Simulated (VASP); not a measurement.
# CdSe (Fm-3m) in VASP: a series of runs

CdSe is run at these levels: PBE; tasks: single point.

Everything below comes from runs of VASP 6.6.1. Logs are shortened: lines on timing, memory, paths and dates and some standing lists are left out, and cuts for length are marked.

### Step 1. The cell of the first run

The structure is cubic, space group Fm-3m (No. 225). The conventional cell has a = 5.737 Å, b = 5.737 Å, c = 5.737 Å, α = 90.00°, β = 90.00°, γ = 90.00°. Within 3.8 Å of Cd (site symmetry m-3m) lie 6 Se at 2.87 Å. Se (site symmetry m-3m) has 6 Cd at 2.87 Å within 3.8 Å.

### Step 2. Single point, PBE

POSCAR reads:

```
CdSe
1.0
    0.0000000000      2.8685910063      2.8685910063
    2.8685910063      0.0000000000      2.8685910063
    2.8685910063      2.8685910063      0.0000000000
Cd Se
1 1
Direct
    0.0000000000      0.0000000000      0.0000000000
    0.5000000000      0.5000000000      0.5000000000
```

INCAR.step1 reads:

```
PREC = Accurate
ENCUT = 520
EDIFF = 1E-6
ISMEAR = 0
SIGMA = 0.1
LREAL = False
LASPH = True
NELM = 80
ALGO = Normal
ISIF = 2
LWAVE = False
LCHARG = True
GGA = PE
NBANDS = 16
```

KPOINTS.step1 reads:

```
Automatic mesh
0
Gamma
  12 12 12
```

INCAR.step2 reads:

```
PREC = Accurate
ENCUT = 520
EDIFF = 1E-6
ISMEAR = -5
SIGMA = 0.1
LREAL = False
LASPH = True
NELM = 80
ALGO = Normal
ISIF = 2
LWAVE = False
LCHARG = False
GGA = PE
LORBIT = 11
NEDOS = 1001
ICHARG = 11
```

KPOINTS.step2 reads:

```
Automatic mesh
0
Gamma
  18 18 18
```

Potentials or basis: VASP PAW PBE potentials, release 64 (Cd, Se).

Run with:

```console
> cat potpaw_PBE.64/Cd/POTCAR potpaw_PBE.64/Se/POTCAR > POTCAR
> cp INCAR.step1 INCAR
> cp KPOINTS.step1 KPOINTS
> mpirun -np 1 vasp_std > vasp.out
> cp INCAR.step2 INCAR
> cp KPOINTS.step2 KPOINTS
> mpirun -np 1 vasp_std > vasp.out
```

OUTCAR:

```text
PREC = Accurate
   ENCUT = 520
   EDIFF = 1E-6
   ISMEAR = -5
   LREAL = False
   LASPH = True
   NELM = 80
   ISIF = 2
   GGA = PE
   LORBIT = 11
   ICHARG = 11

 ion  position               nearest neighbor table
   1  0.000  0.000  0.000-   2 2.87   2 2.87   2 2.87   2 2.87   2 2.87   2 2.87
   2  0.500  0.500  0.500-   1 2.87   1 2.87   1 2.87   1 2.87   1 2.87   1 2.87

  LATTYP: Found a face centered cubic cell.
 ALAT       =     5.7371820126

  Lattice vectors:

 A1 = (   0.0000000000,   2.8685910063,   2.8685910063)
 A2 = (   2.8685910063,   0.0000000000,   2.8685910063)
 A3 = (   2.8685910063,   2.8685910063,   0.0000000000)

Analysis of symmetry for initial positions (statically):
=====================================================================
 Subroutine PRICEL returns:
 Original cell was already a primitive cell.

 Routine SETGRP: Setting up the symmetry group for a
 face centered cubic supercell.

 Subroutine GETGRP returns: Found 48 space group operations
 (whereof 48 operations were pure point group operations)
 out of a pool of 48 trial point group operations.

The static configuration has the point symmetry O_h .

Analysis of symmetry for dynamics (positions and initial velocities):
=====================================================================
 Subroutine PRICEL returns:
 Original cell was already a primitive cell.

 Routine SETGRP: Setting up the symmetry group for a
 face centered cubic supercell.

 Subroutine GETGRP returns: Found 48 space group operations
 (whereof 48 operations were pure point group operations)
 out of a pool of 48 trial point group operations.

The dynamic configuration has the point symmetry O_h .

 Subroutine INISYM returns: Found 48 space group operations
 (whereof 48 operations are pure point group operations),
 and found     1 'primitive' translations

----------------------------------------------------------------------------------------

                                     Primitive cell

  volume of cell :      47.2102

  direct lattice vectors                    reciprocal lattice vectors
     0.000000000  2.868591006  2.868591006    -0.174301599  0.174301599  0.174301599
     2.868591006  0.000000000  2.868591006     0.174301599 -0.174301599  0.174301599
     2.868591006  2.868591006  0.000000000     0.174301599  0.174301599 -0.174301599

  length of vectors
     4.056800306  4.056800306  4.056800306     0.301899226  0.301899226  0.301899226

  position of ions in fractional coordinates (direct lattice)
     0.000000000  0.000000000  0.000000000
     0.500000000  0.500000000  0.500000000

  ion indices of the primitive-cell ions
   primitive index   ion index
                 1           1
                 2           2

----------------------------------------------------------------------------------------

 KPOINTS: Automatic mesh

Automatic generation of k-mesh.
 Grid dimensions read from file:
 generate k-points for:   18   18   18

 Generating k-lattice:

  Cartesian coordinates                     Fractional coordinates (reciprocal lattice)
    -0.009683422  0.009683422  0.009683422     0.055555556  0.000000000  0.000000000
     0.009683422 -0.009683422  0.009683422     0.000000000  0.055555556  0.000000000
     0.009683422  0.009683422 -0.009683422     0.000000000  0.000000000  0.055555556

  Length of vectors
     0.016772179  0.016772179  0.016772179

  Shift w.r.t. Gamma in fractional coordinates (k-lattice)
     0.000000000  0.000000000  0.000000000

 TETIRR: Found    806 inequivalent tetrahedra from    34992

 Subroutine IBZKPT returns following result:
 ===========================================

 Found    195 irreducible k-points:

 Following reciprocal coordinates:
            Coordinates               Weight
  0.000000  0.000000  0.000000      1.000000
  0.055556  0.000000  0.000000      8.000000
  0.111111  0.000000  0.000000      8.000000
  0.166667  0.000000  0.000000      8.000000
  0.222222  0.000000  0.000000      8.000000
  0.277778  0.000000  0.000000      8.000000
[... 16 lines left out ...]
 -0.277778  0.055556  0.000000     24.000000
 -0.222222  0.055556  0.000000     24.000000
 [... further k-points ...]
   k-points           NKPTS =    195   k-points in BZ     NKDIM =    195   number of bands    NBANDS=     13
   number of dos      NEDOS =   1001   number of ions     NIONS =      2
   total plane-waves  NPLWV =  27000
   dimension x,y,z NGX =    30 NGY =   30 NGZ =   30
   dimension x,y,z NGXF=    60 NGYF=   60 NGZF=   60
   ions per type =               1   1
   NGX,Y,Z   is equivalent  to a cutoff of  12.29, 12.29, 12.29 a.u.
   NGXF,Y,Z  is equivalent  to a cutoff of  24.59, 24.59, 24.59 a.u.
 SYSTEM =  unknown system
   PREC   = accura    normal or accurate (medium, high low for compatibility)
   ISTART =      0    job   : 0-new  1-cont  2-samecut
   ICHARG =     11    charge: 1-file 2-atom 10-const
   ISPIN  =      1    spin polarized calculation?
   LNONCOLLINEAR =      F non collinear calculations
   LSORBIT =      F    spin-orbit coupling
   LASPH  =      T    aspherical Exc in radial PAW
   ENCUT  =  520.0 eV  38.22 Ry    6.18 a.u.   7.54  7.54  7.54*2*pi/ulx,y,z
   NELM   =     80;   NELMIN=  2; NELMDL=  0     # of ELM steps
   EDIFF  = 0.1E-05   stopping-criterion for ELM
   LREAL  =      F    real-space projection
   EDIFFG = 0.1E-04   stopping-criterion for IOM
   NSW    =      0    number of steps for IOM
   IBRION =     -1    ionic relax: 0-MD 1-quasi-New 2-CG
   NFREE  =      0    steps in history (QN), initial steepest desc. (CG)
   ISIF   =      2    stress and relaxation
   ISYM   =      2    0-nonsym 1-usesym 2-fastsym
   POTIM  = 0.5000    time-step for ionic-motion
   TEBEG  =    0.0;   TEEND  =   0.0 temperature during run
   PSTRESS=    0.0 pullay stress
   NELECT =      18.0000    total number of electrons
   NUPDOWN=      -1.0000    fix difference up-down
   EMIN   =  10.00;   EMAX   =-10.00  energy-range for DOS
   EFERMI =   0.00;   METHOD = LEGACY
   ISMEAR =    -5;   SIGMA  =   0.10  broadening in eV -4-tet -1-fermi 0-gaus
   EFERMI_NEDOS =   21; number of points for ismear=-14 and -15
   IALGO  =     38    algorithm
   IMIX   =      4    mixing-type and parameters
     AMIX     =   0.40;   BMIX     =  1.00
     AMIX_MAG =   1.60;   BMIX_MAG =  1.00
  volume/ion in A,a.u.               =      23.61       159.30
  Fermi-wavevector in a.u.,A,eV,Ry     =   1.187099  2.243292 19.173393  1.409205
  Thomas-Fermi vector in A             =   2.323258
   LORBIT       =     11    0 simple, 1 ext, 2 COOP (PROOUT), +10 PAW based schemes
   GGA     = PE    functional components
   LHFCALC =     F    Hartree Fock is set to
   AEXX    =    0.0000 exact exchange contribution
   IVDW    =     0    specifies the selected vdW correction
   LEPSILON=     F    determine dielectric tensor
   LRPA    =     F    only Hartree local field effects (RPA)
 non-spin polarized calculation
 Fermi weights with tetrahedron method with Bloechl corrections
  energy-cutoff  :      520.00
  volume of cell :       47.21
 maximum number of plane-waves:      1303

 number of electron      18.0000007 magnetization

 Free energy of the ion-electron system (eV)
  ---------------------------------------------------
  ext. energy  EPLUGINS =         0.00000000
  ---------------------------------------------------
  free energy    TOTEN  =        -5.20381276 eV

  energy without entropy =       -5.20381276  energy(sigma->0) =       -5.20381276

 E-fermi :   2.2594     XC(G=0): -10.0271

 val. band max:        2.2919322243   @ k =  -0.2778   0.1111   0.0000
 cond. band min:       2.2652367998   @ k =  -0.4444   0.5000   0.0556
 fundamental gap:     -0.0266954246
 Fermi energy:         2.2594039489

 k-point     1 :       0.0000    0.0000    0.0000
  band No.  band energies     occupation
      1     -10.6101      2.00000
      2      -5.6149      2.00000
      3      -5.6149      2.00000
      4      -5.5933      2.00000
      5      -5.5933      2.00000
      6      -5.5933      2.00000
      7       1.6957      2.00000
      8       1.6957      2.00000
      9       1.6957      2.00000
     10       2.4134      0.00000
     11      10.9631      0.00000
     12      10.9631      0.00000
     13      10.9631      0.00000

 k-point     2 :       0.0556    0.0000    0.0000
  band No.  band energies     occupation
      1     -10.5876      2.00000
      2      -5.6208      2.00000
      3      -5.6208      2.00000
      4      -5.5951      2.00000
      5      -5.5902      2.00000
      6      -5.5902      2.00000
      7       1.1932      2.00000
      8       1.7101      2.00000
      9       1.7101      2.00000
     10       2.9136      0.00000
     11      10.5391      0.00000
     12      10.9147      0.00000
     13      10.9147      0.00000

 k-point     3 :       0.1111    0.0000    0.0000
  band No.  band energies     occupation
      1     -10.5213      2.00000
      2      -5.6399      2.00000
      3      -5.6399      2.00000
      4      -5.6005      2.00000
      5      -5.5792      2.00000
      6      -5.5792      2.00000
      7       0.4671      2.00000
      8       1.7523      2.00000
      9       1.7523      2.00000
     10       3.6269      0.00000
     11       9.8544      0.00000
     12      10.5731      0.00000
     13      10.5731      0.00000

 k-point     4 :       0.1667    0.0000    0.0000
  band No.  band energies     occupation
      1     -10.4159      2.00000
      2      -5.6698      2.00000
      3      -5.6698      2.00000
      4      -5.6104      2.00000
      5      -5.5611      2.00000
      6      -5.5611      2.00000
      7      -0.2445      2.00000
      8       1.8189      2.00000
      9       1.8189      2.00000
     10       4.2942      0.00000
     11       9.2277      0.00000
     12       9.9561      0.00000
     13       9.9561      0.00000

 k-point     5 :       0.2222    0.0000    0.0000
  band No.  band energies     occupation
      1     -10.2791      2.00000
      2      -5.7064      2.00000
      3      -5.7064      2.00000
      4      -5.6260      2.00000
      5      -5.5385      2.00000
      6      -5.5385      2.00000
      7      -0.9044      2.00000
      8       1.9044      2.00000
      9       1.9044      2.00000
     10       4.8419      0.00000
     11       8.7382      0.00000
     12       9.3151      0.00000
     13       9.3151      0.00000
[... 257 lines left out ...]
 k-point    22 :      -0.3333    0.0556    0.0000
  band No.  band energies     occupation
      1      -9.9089      2.00000
      2      -5.8012      2.00000
      3      -5.7730      2.00000
      4      -5.6779      2.00000
      5      -5.4912      2.00000
      6      -5.4748      2.00000
      7      -2.0840      2.00000
      8       1.7814      2.00000
      9       2.2544      1.85307
     10       5.5727      0.00000
     11       7.5965      0.00000
     12       7.9936      0.00000
     13       8.9098      0.00000

 k-point    23 :      -0.2778    0.0556    0.0000
  band No.  band energies     occupation
      1     -10.0597      2.00000
      2      -5.7717      2.00000
      3      -5.7409      2.00000
      4      -5.6508      2.00000
      5      -5.5141      2.00000
      6      -5.4949      2.00000
      7      -1.6430      2.00000
      8       1.6851      2.00000
      9       2.1957      2.00409
     10       5.4526      0.00000
     11       7.9480      0.00000
     12       8.3822      0.00000
     13       9.0391      0.00000

 k-point    24 :      -0.2222    0.0556    0.0000
  band No.  band energies     occupation
      1     -10.2151      2.00000
      2      -5.7363      2.00000
      3      -5.7049      2.00000
      4      -5.6293      2.00000
      5      -5.5380      2.00000
      6      -5.5185      2.00000
      7      -1.1024      2.00000
      8       1.6092      2.00000
      9       2.1073      2.00000
     10       5.1437      0.00000
     11       8.3966      0.00000
     12       8.9012      0.00000
     13       9.2815      0.00000

 [... further k-points ...]

------------------------ aborting loop because EDIFF is reached ----------------------------------------

  FORCE on cell =-STRESS in cart. coord.  units (eV):
  Direction    XX          YY          ZZ          XY          YZ          ZX
  --------------------------------------------------------------------------------------
  -------------------------------------------------------------------------------------
  Total        0.0931218      0.0931218      0.0931218      0.0000000      0.0000000      0.0000000
  in kB        3.1602826      3.1602826      3.1602826      0.0000000      0.0000000      0.0000000
  external PRESSURE =       3.1602826 kB  Pullay stress =       0.0000000 kB

 VOLUME and BASIS-vectors are now :
 -----------------------------------------------------------------------------
  energy-cutoff  :      520.00
  volume of cell :       47.21
      direct lattice vectors                 reciprocal lattice vectors
     0.000000000  2.868591006  2.868591006    -0.174301599  0.174301599  0.174301599
     2.868591006  0.000000000  2.868591006     0.174301599 -0.174301599  0.174301599
     2.868591006  2.868591006  0.000000000     0.174301599  0.174301599 -0.174301599

 POSITION                                       TOTAL-FORCE (eV/Angst)
 -----------------------------------------------------------------------------------
      0.00000      0.00000      0.00000        -0.000000     -0.000000      0.000000
      2.86859      2.86859      2.86859         0.000000      0.000000     -0.000000
 -----------------------------------------------------------------------------------
    total drift:                               -0.000000      0.000000      0.000000

  FREE ENERGIE OF THE ION-ELECTRON SYSTEM (eV)
  ---------------------------------------------------
  free  energy   TOTEN  =        -5.2038127618 eV

  energy  without entropy=       -5.2038127618  energy(sigma->0) =       -5.20381276

 total charge

# of ion       s       p       d       tot
------------------------------------------
    1        0.398   0.232   9.569  10.199
    2        1.462   2.349   0.018   3.829
--------------------------------------------------
tot          1.860   2.581   9.587  14.028
```

Wall time 2.7 min (1 thread of Intel Xeon 8259CL, shared host); peak memory 0.27 GiB.

What came out:

- Valence electrons inside the program's atomic spheres: Cd 10.20; Se 3.83

Caveat: tetrahedron occupations give inexact forces and stress in metals.

### Step 3. Single point, PBE

POSCAR reads:

```
CdSe
1.0
    0.0000000000      2.8685910275      2.8685910275
    2.8685910275      0.0000000000      2.8685910275
    2.8685910275      2.8685910275      0.0000000000
Cd Se
1 1
Direct
    0.0000000000      0.0000000000      0.0000000000
    0.5000000000      0.5000000000      0.5000000000
```

INCAR.step1 is that of step 2.

KPOINTS.step1 is that of step 2.

INCAR.step2 is that of step 2.

KPOINTS.step2 is that of step 2.

Potentials or basis: VASP PAW PBE potentials, release 64 (Cd, Se).

Run with:

```console
> cat potpaw_PBE.64/Cd/POTCAR potpaw_PBE.64/Se/POTCAR > POTCAR
> cp INCAR.step1 INCAR
> cp KPOINTS.step1 KPOINTS
> mpirun -np 1 vasp_std > vasp.out
> cp INCAR.step2 INCAR
> cp KPOINTS.step2 KPOINTS
> mpirun -np 1 vasp_std > vasp.out
```

It took 2.6 min on 1 thread of Intel Xeon 8259CL, shared host; peak memory 0.27 GiB.

It converged, with:

| Item | Value |
| --- | --- |
| Valence electrons inside the program's atomic spheres | Cd 10.20; Se 3.83 |

Levels at points of the mesh, in eV from the Fermi level:
```csv
k point,band 7,band 8,band 9,band 10,band 11,band 12
"(0.00, 0.00, 0.00)",-0.56,-0.56,-0.56,0.15,8.70,8.70
"(0.50, 0.00, 0.00)",-4.90,0.00,0.00,3.08,5.32,5.32
"(0.50, 0.50, 0.00)",-4.05,-2.01,-2.01,-0.40,5.52,9.80
```

Caveat: tetrahedron occupations give inexact forces and stress in metals.
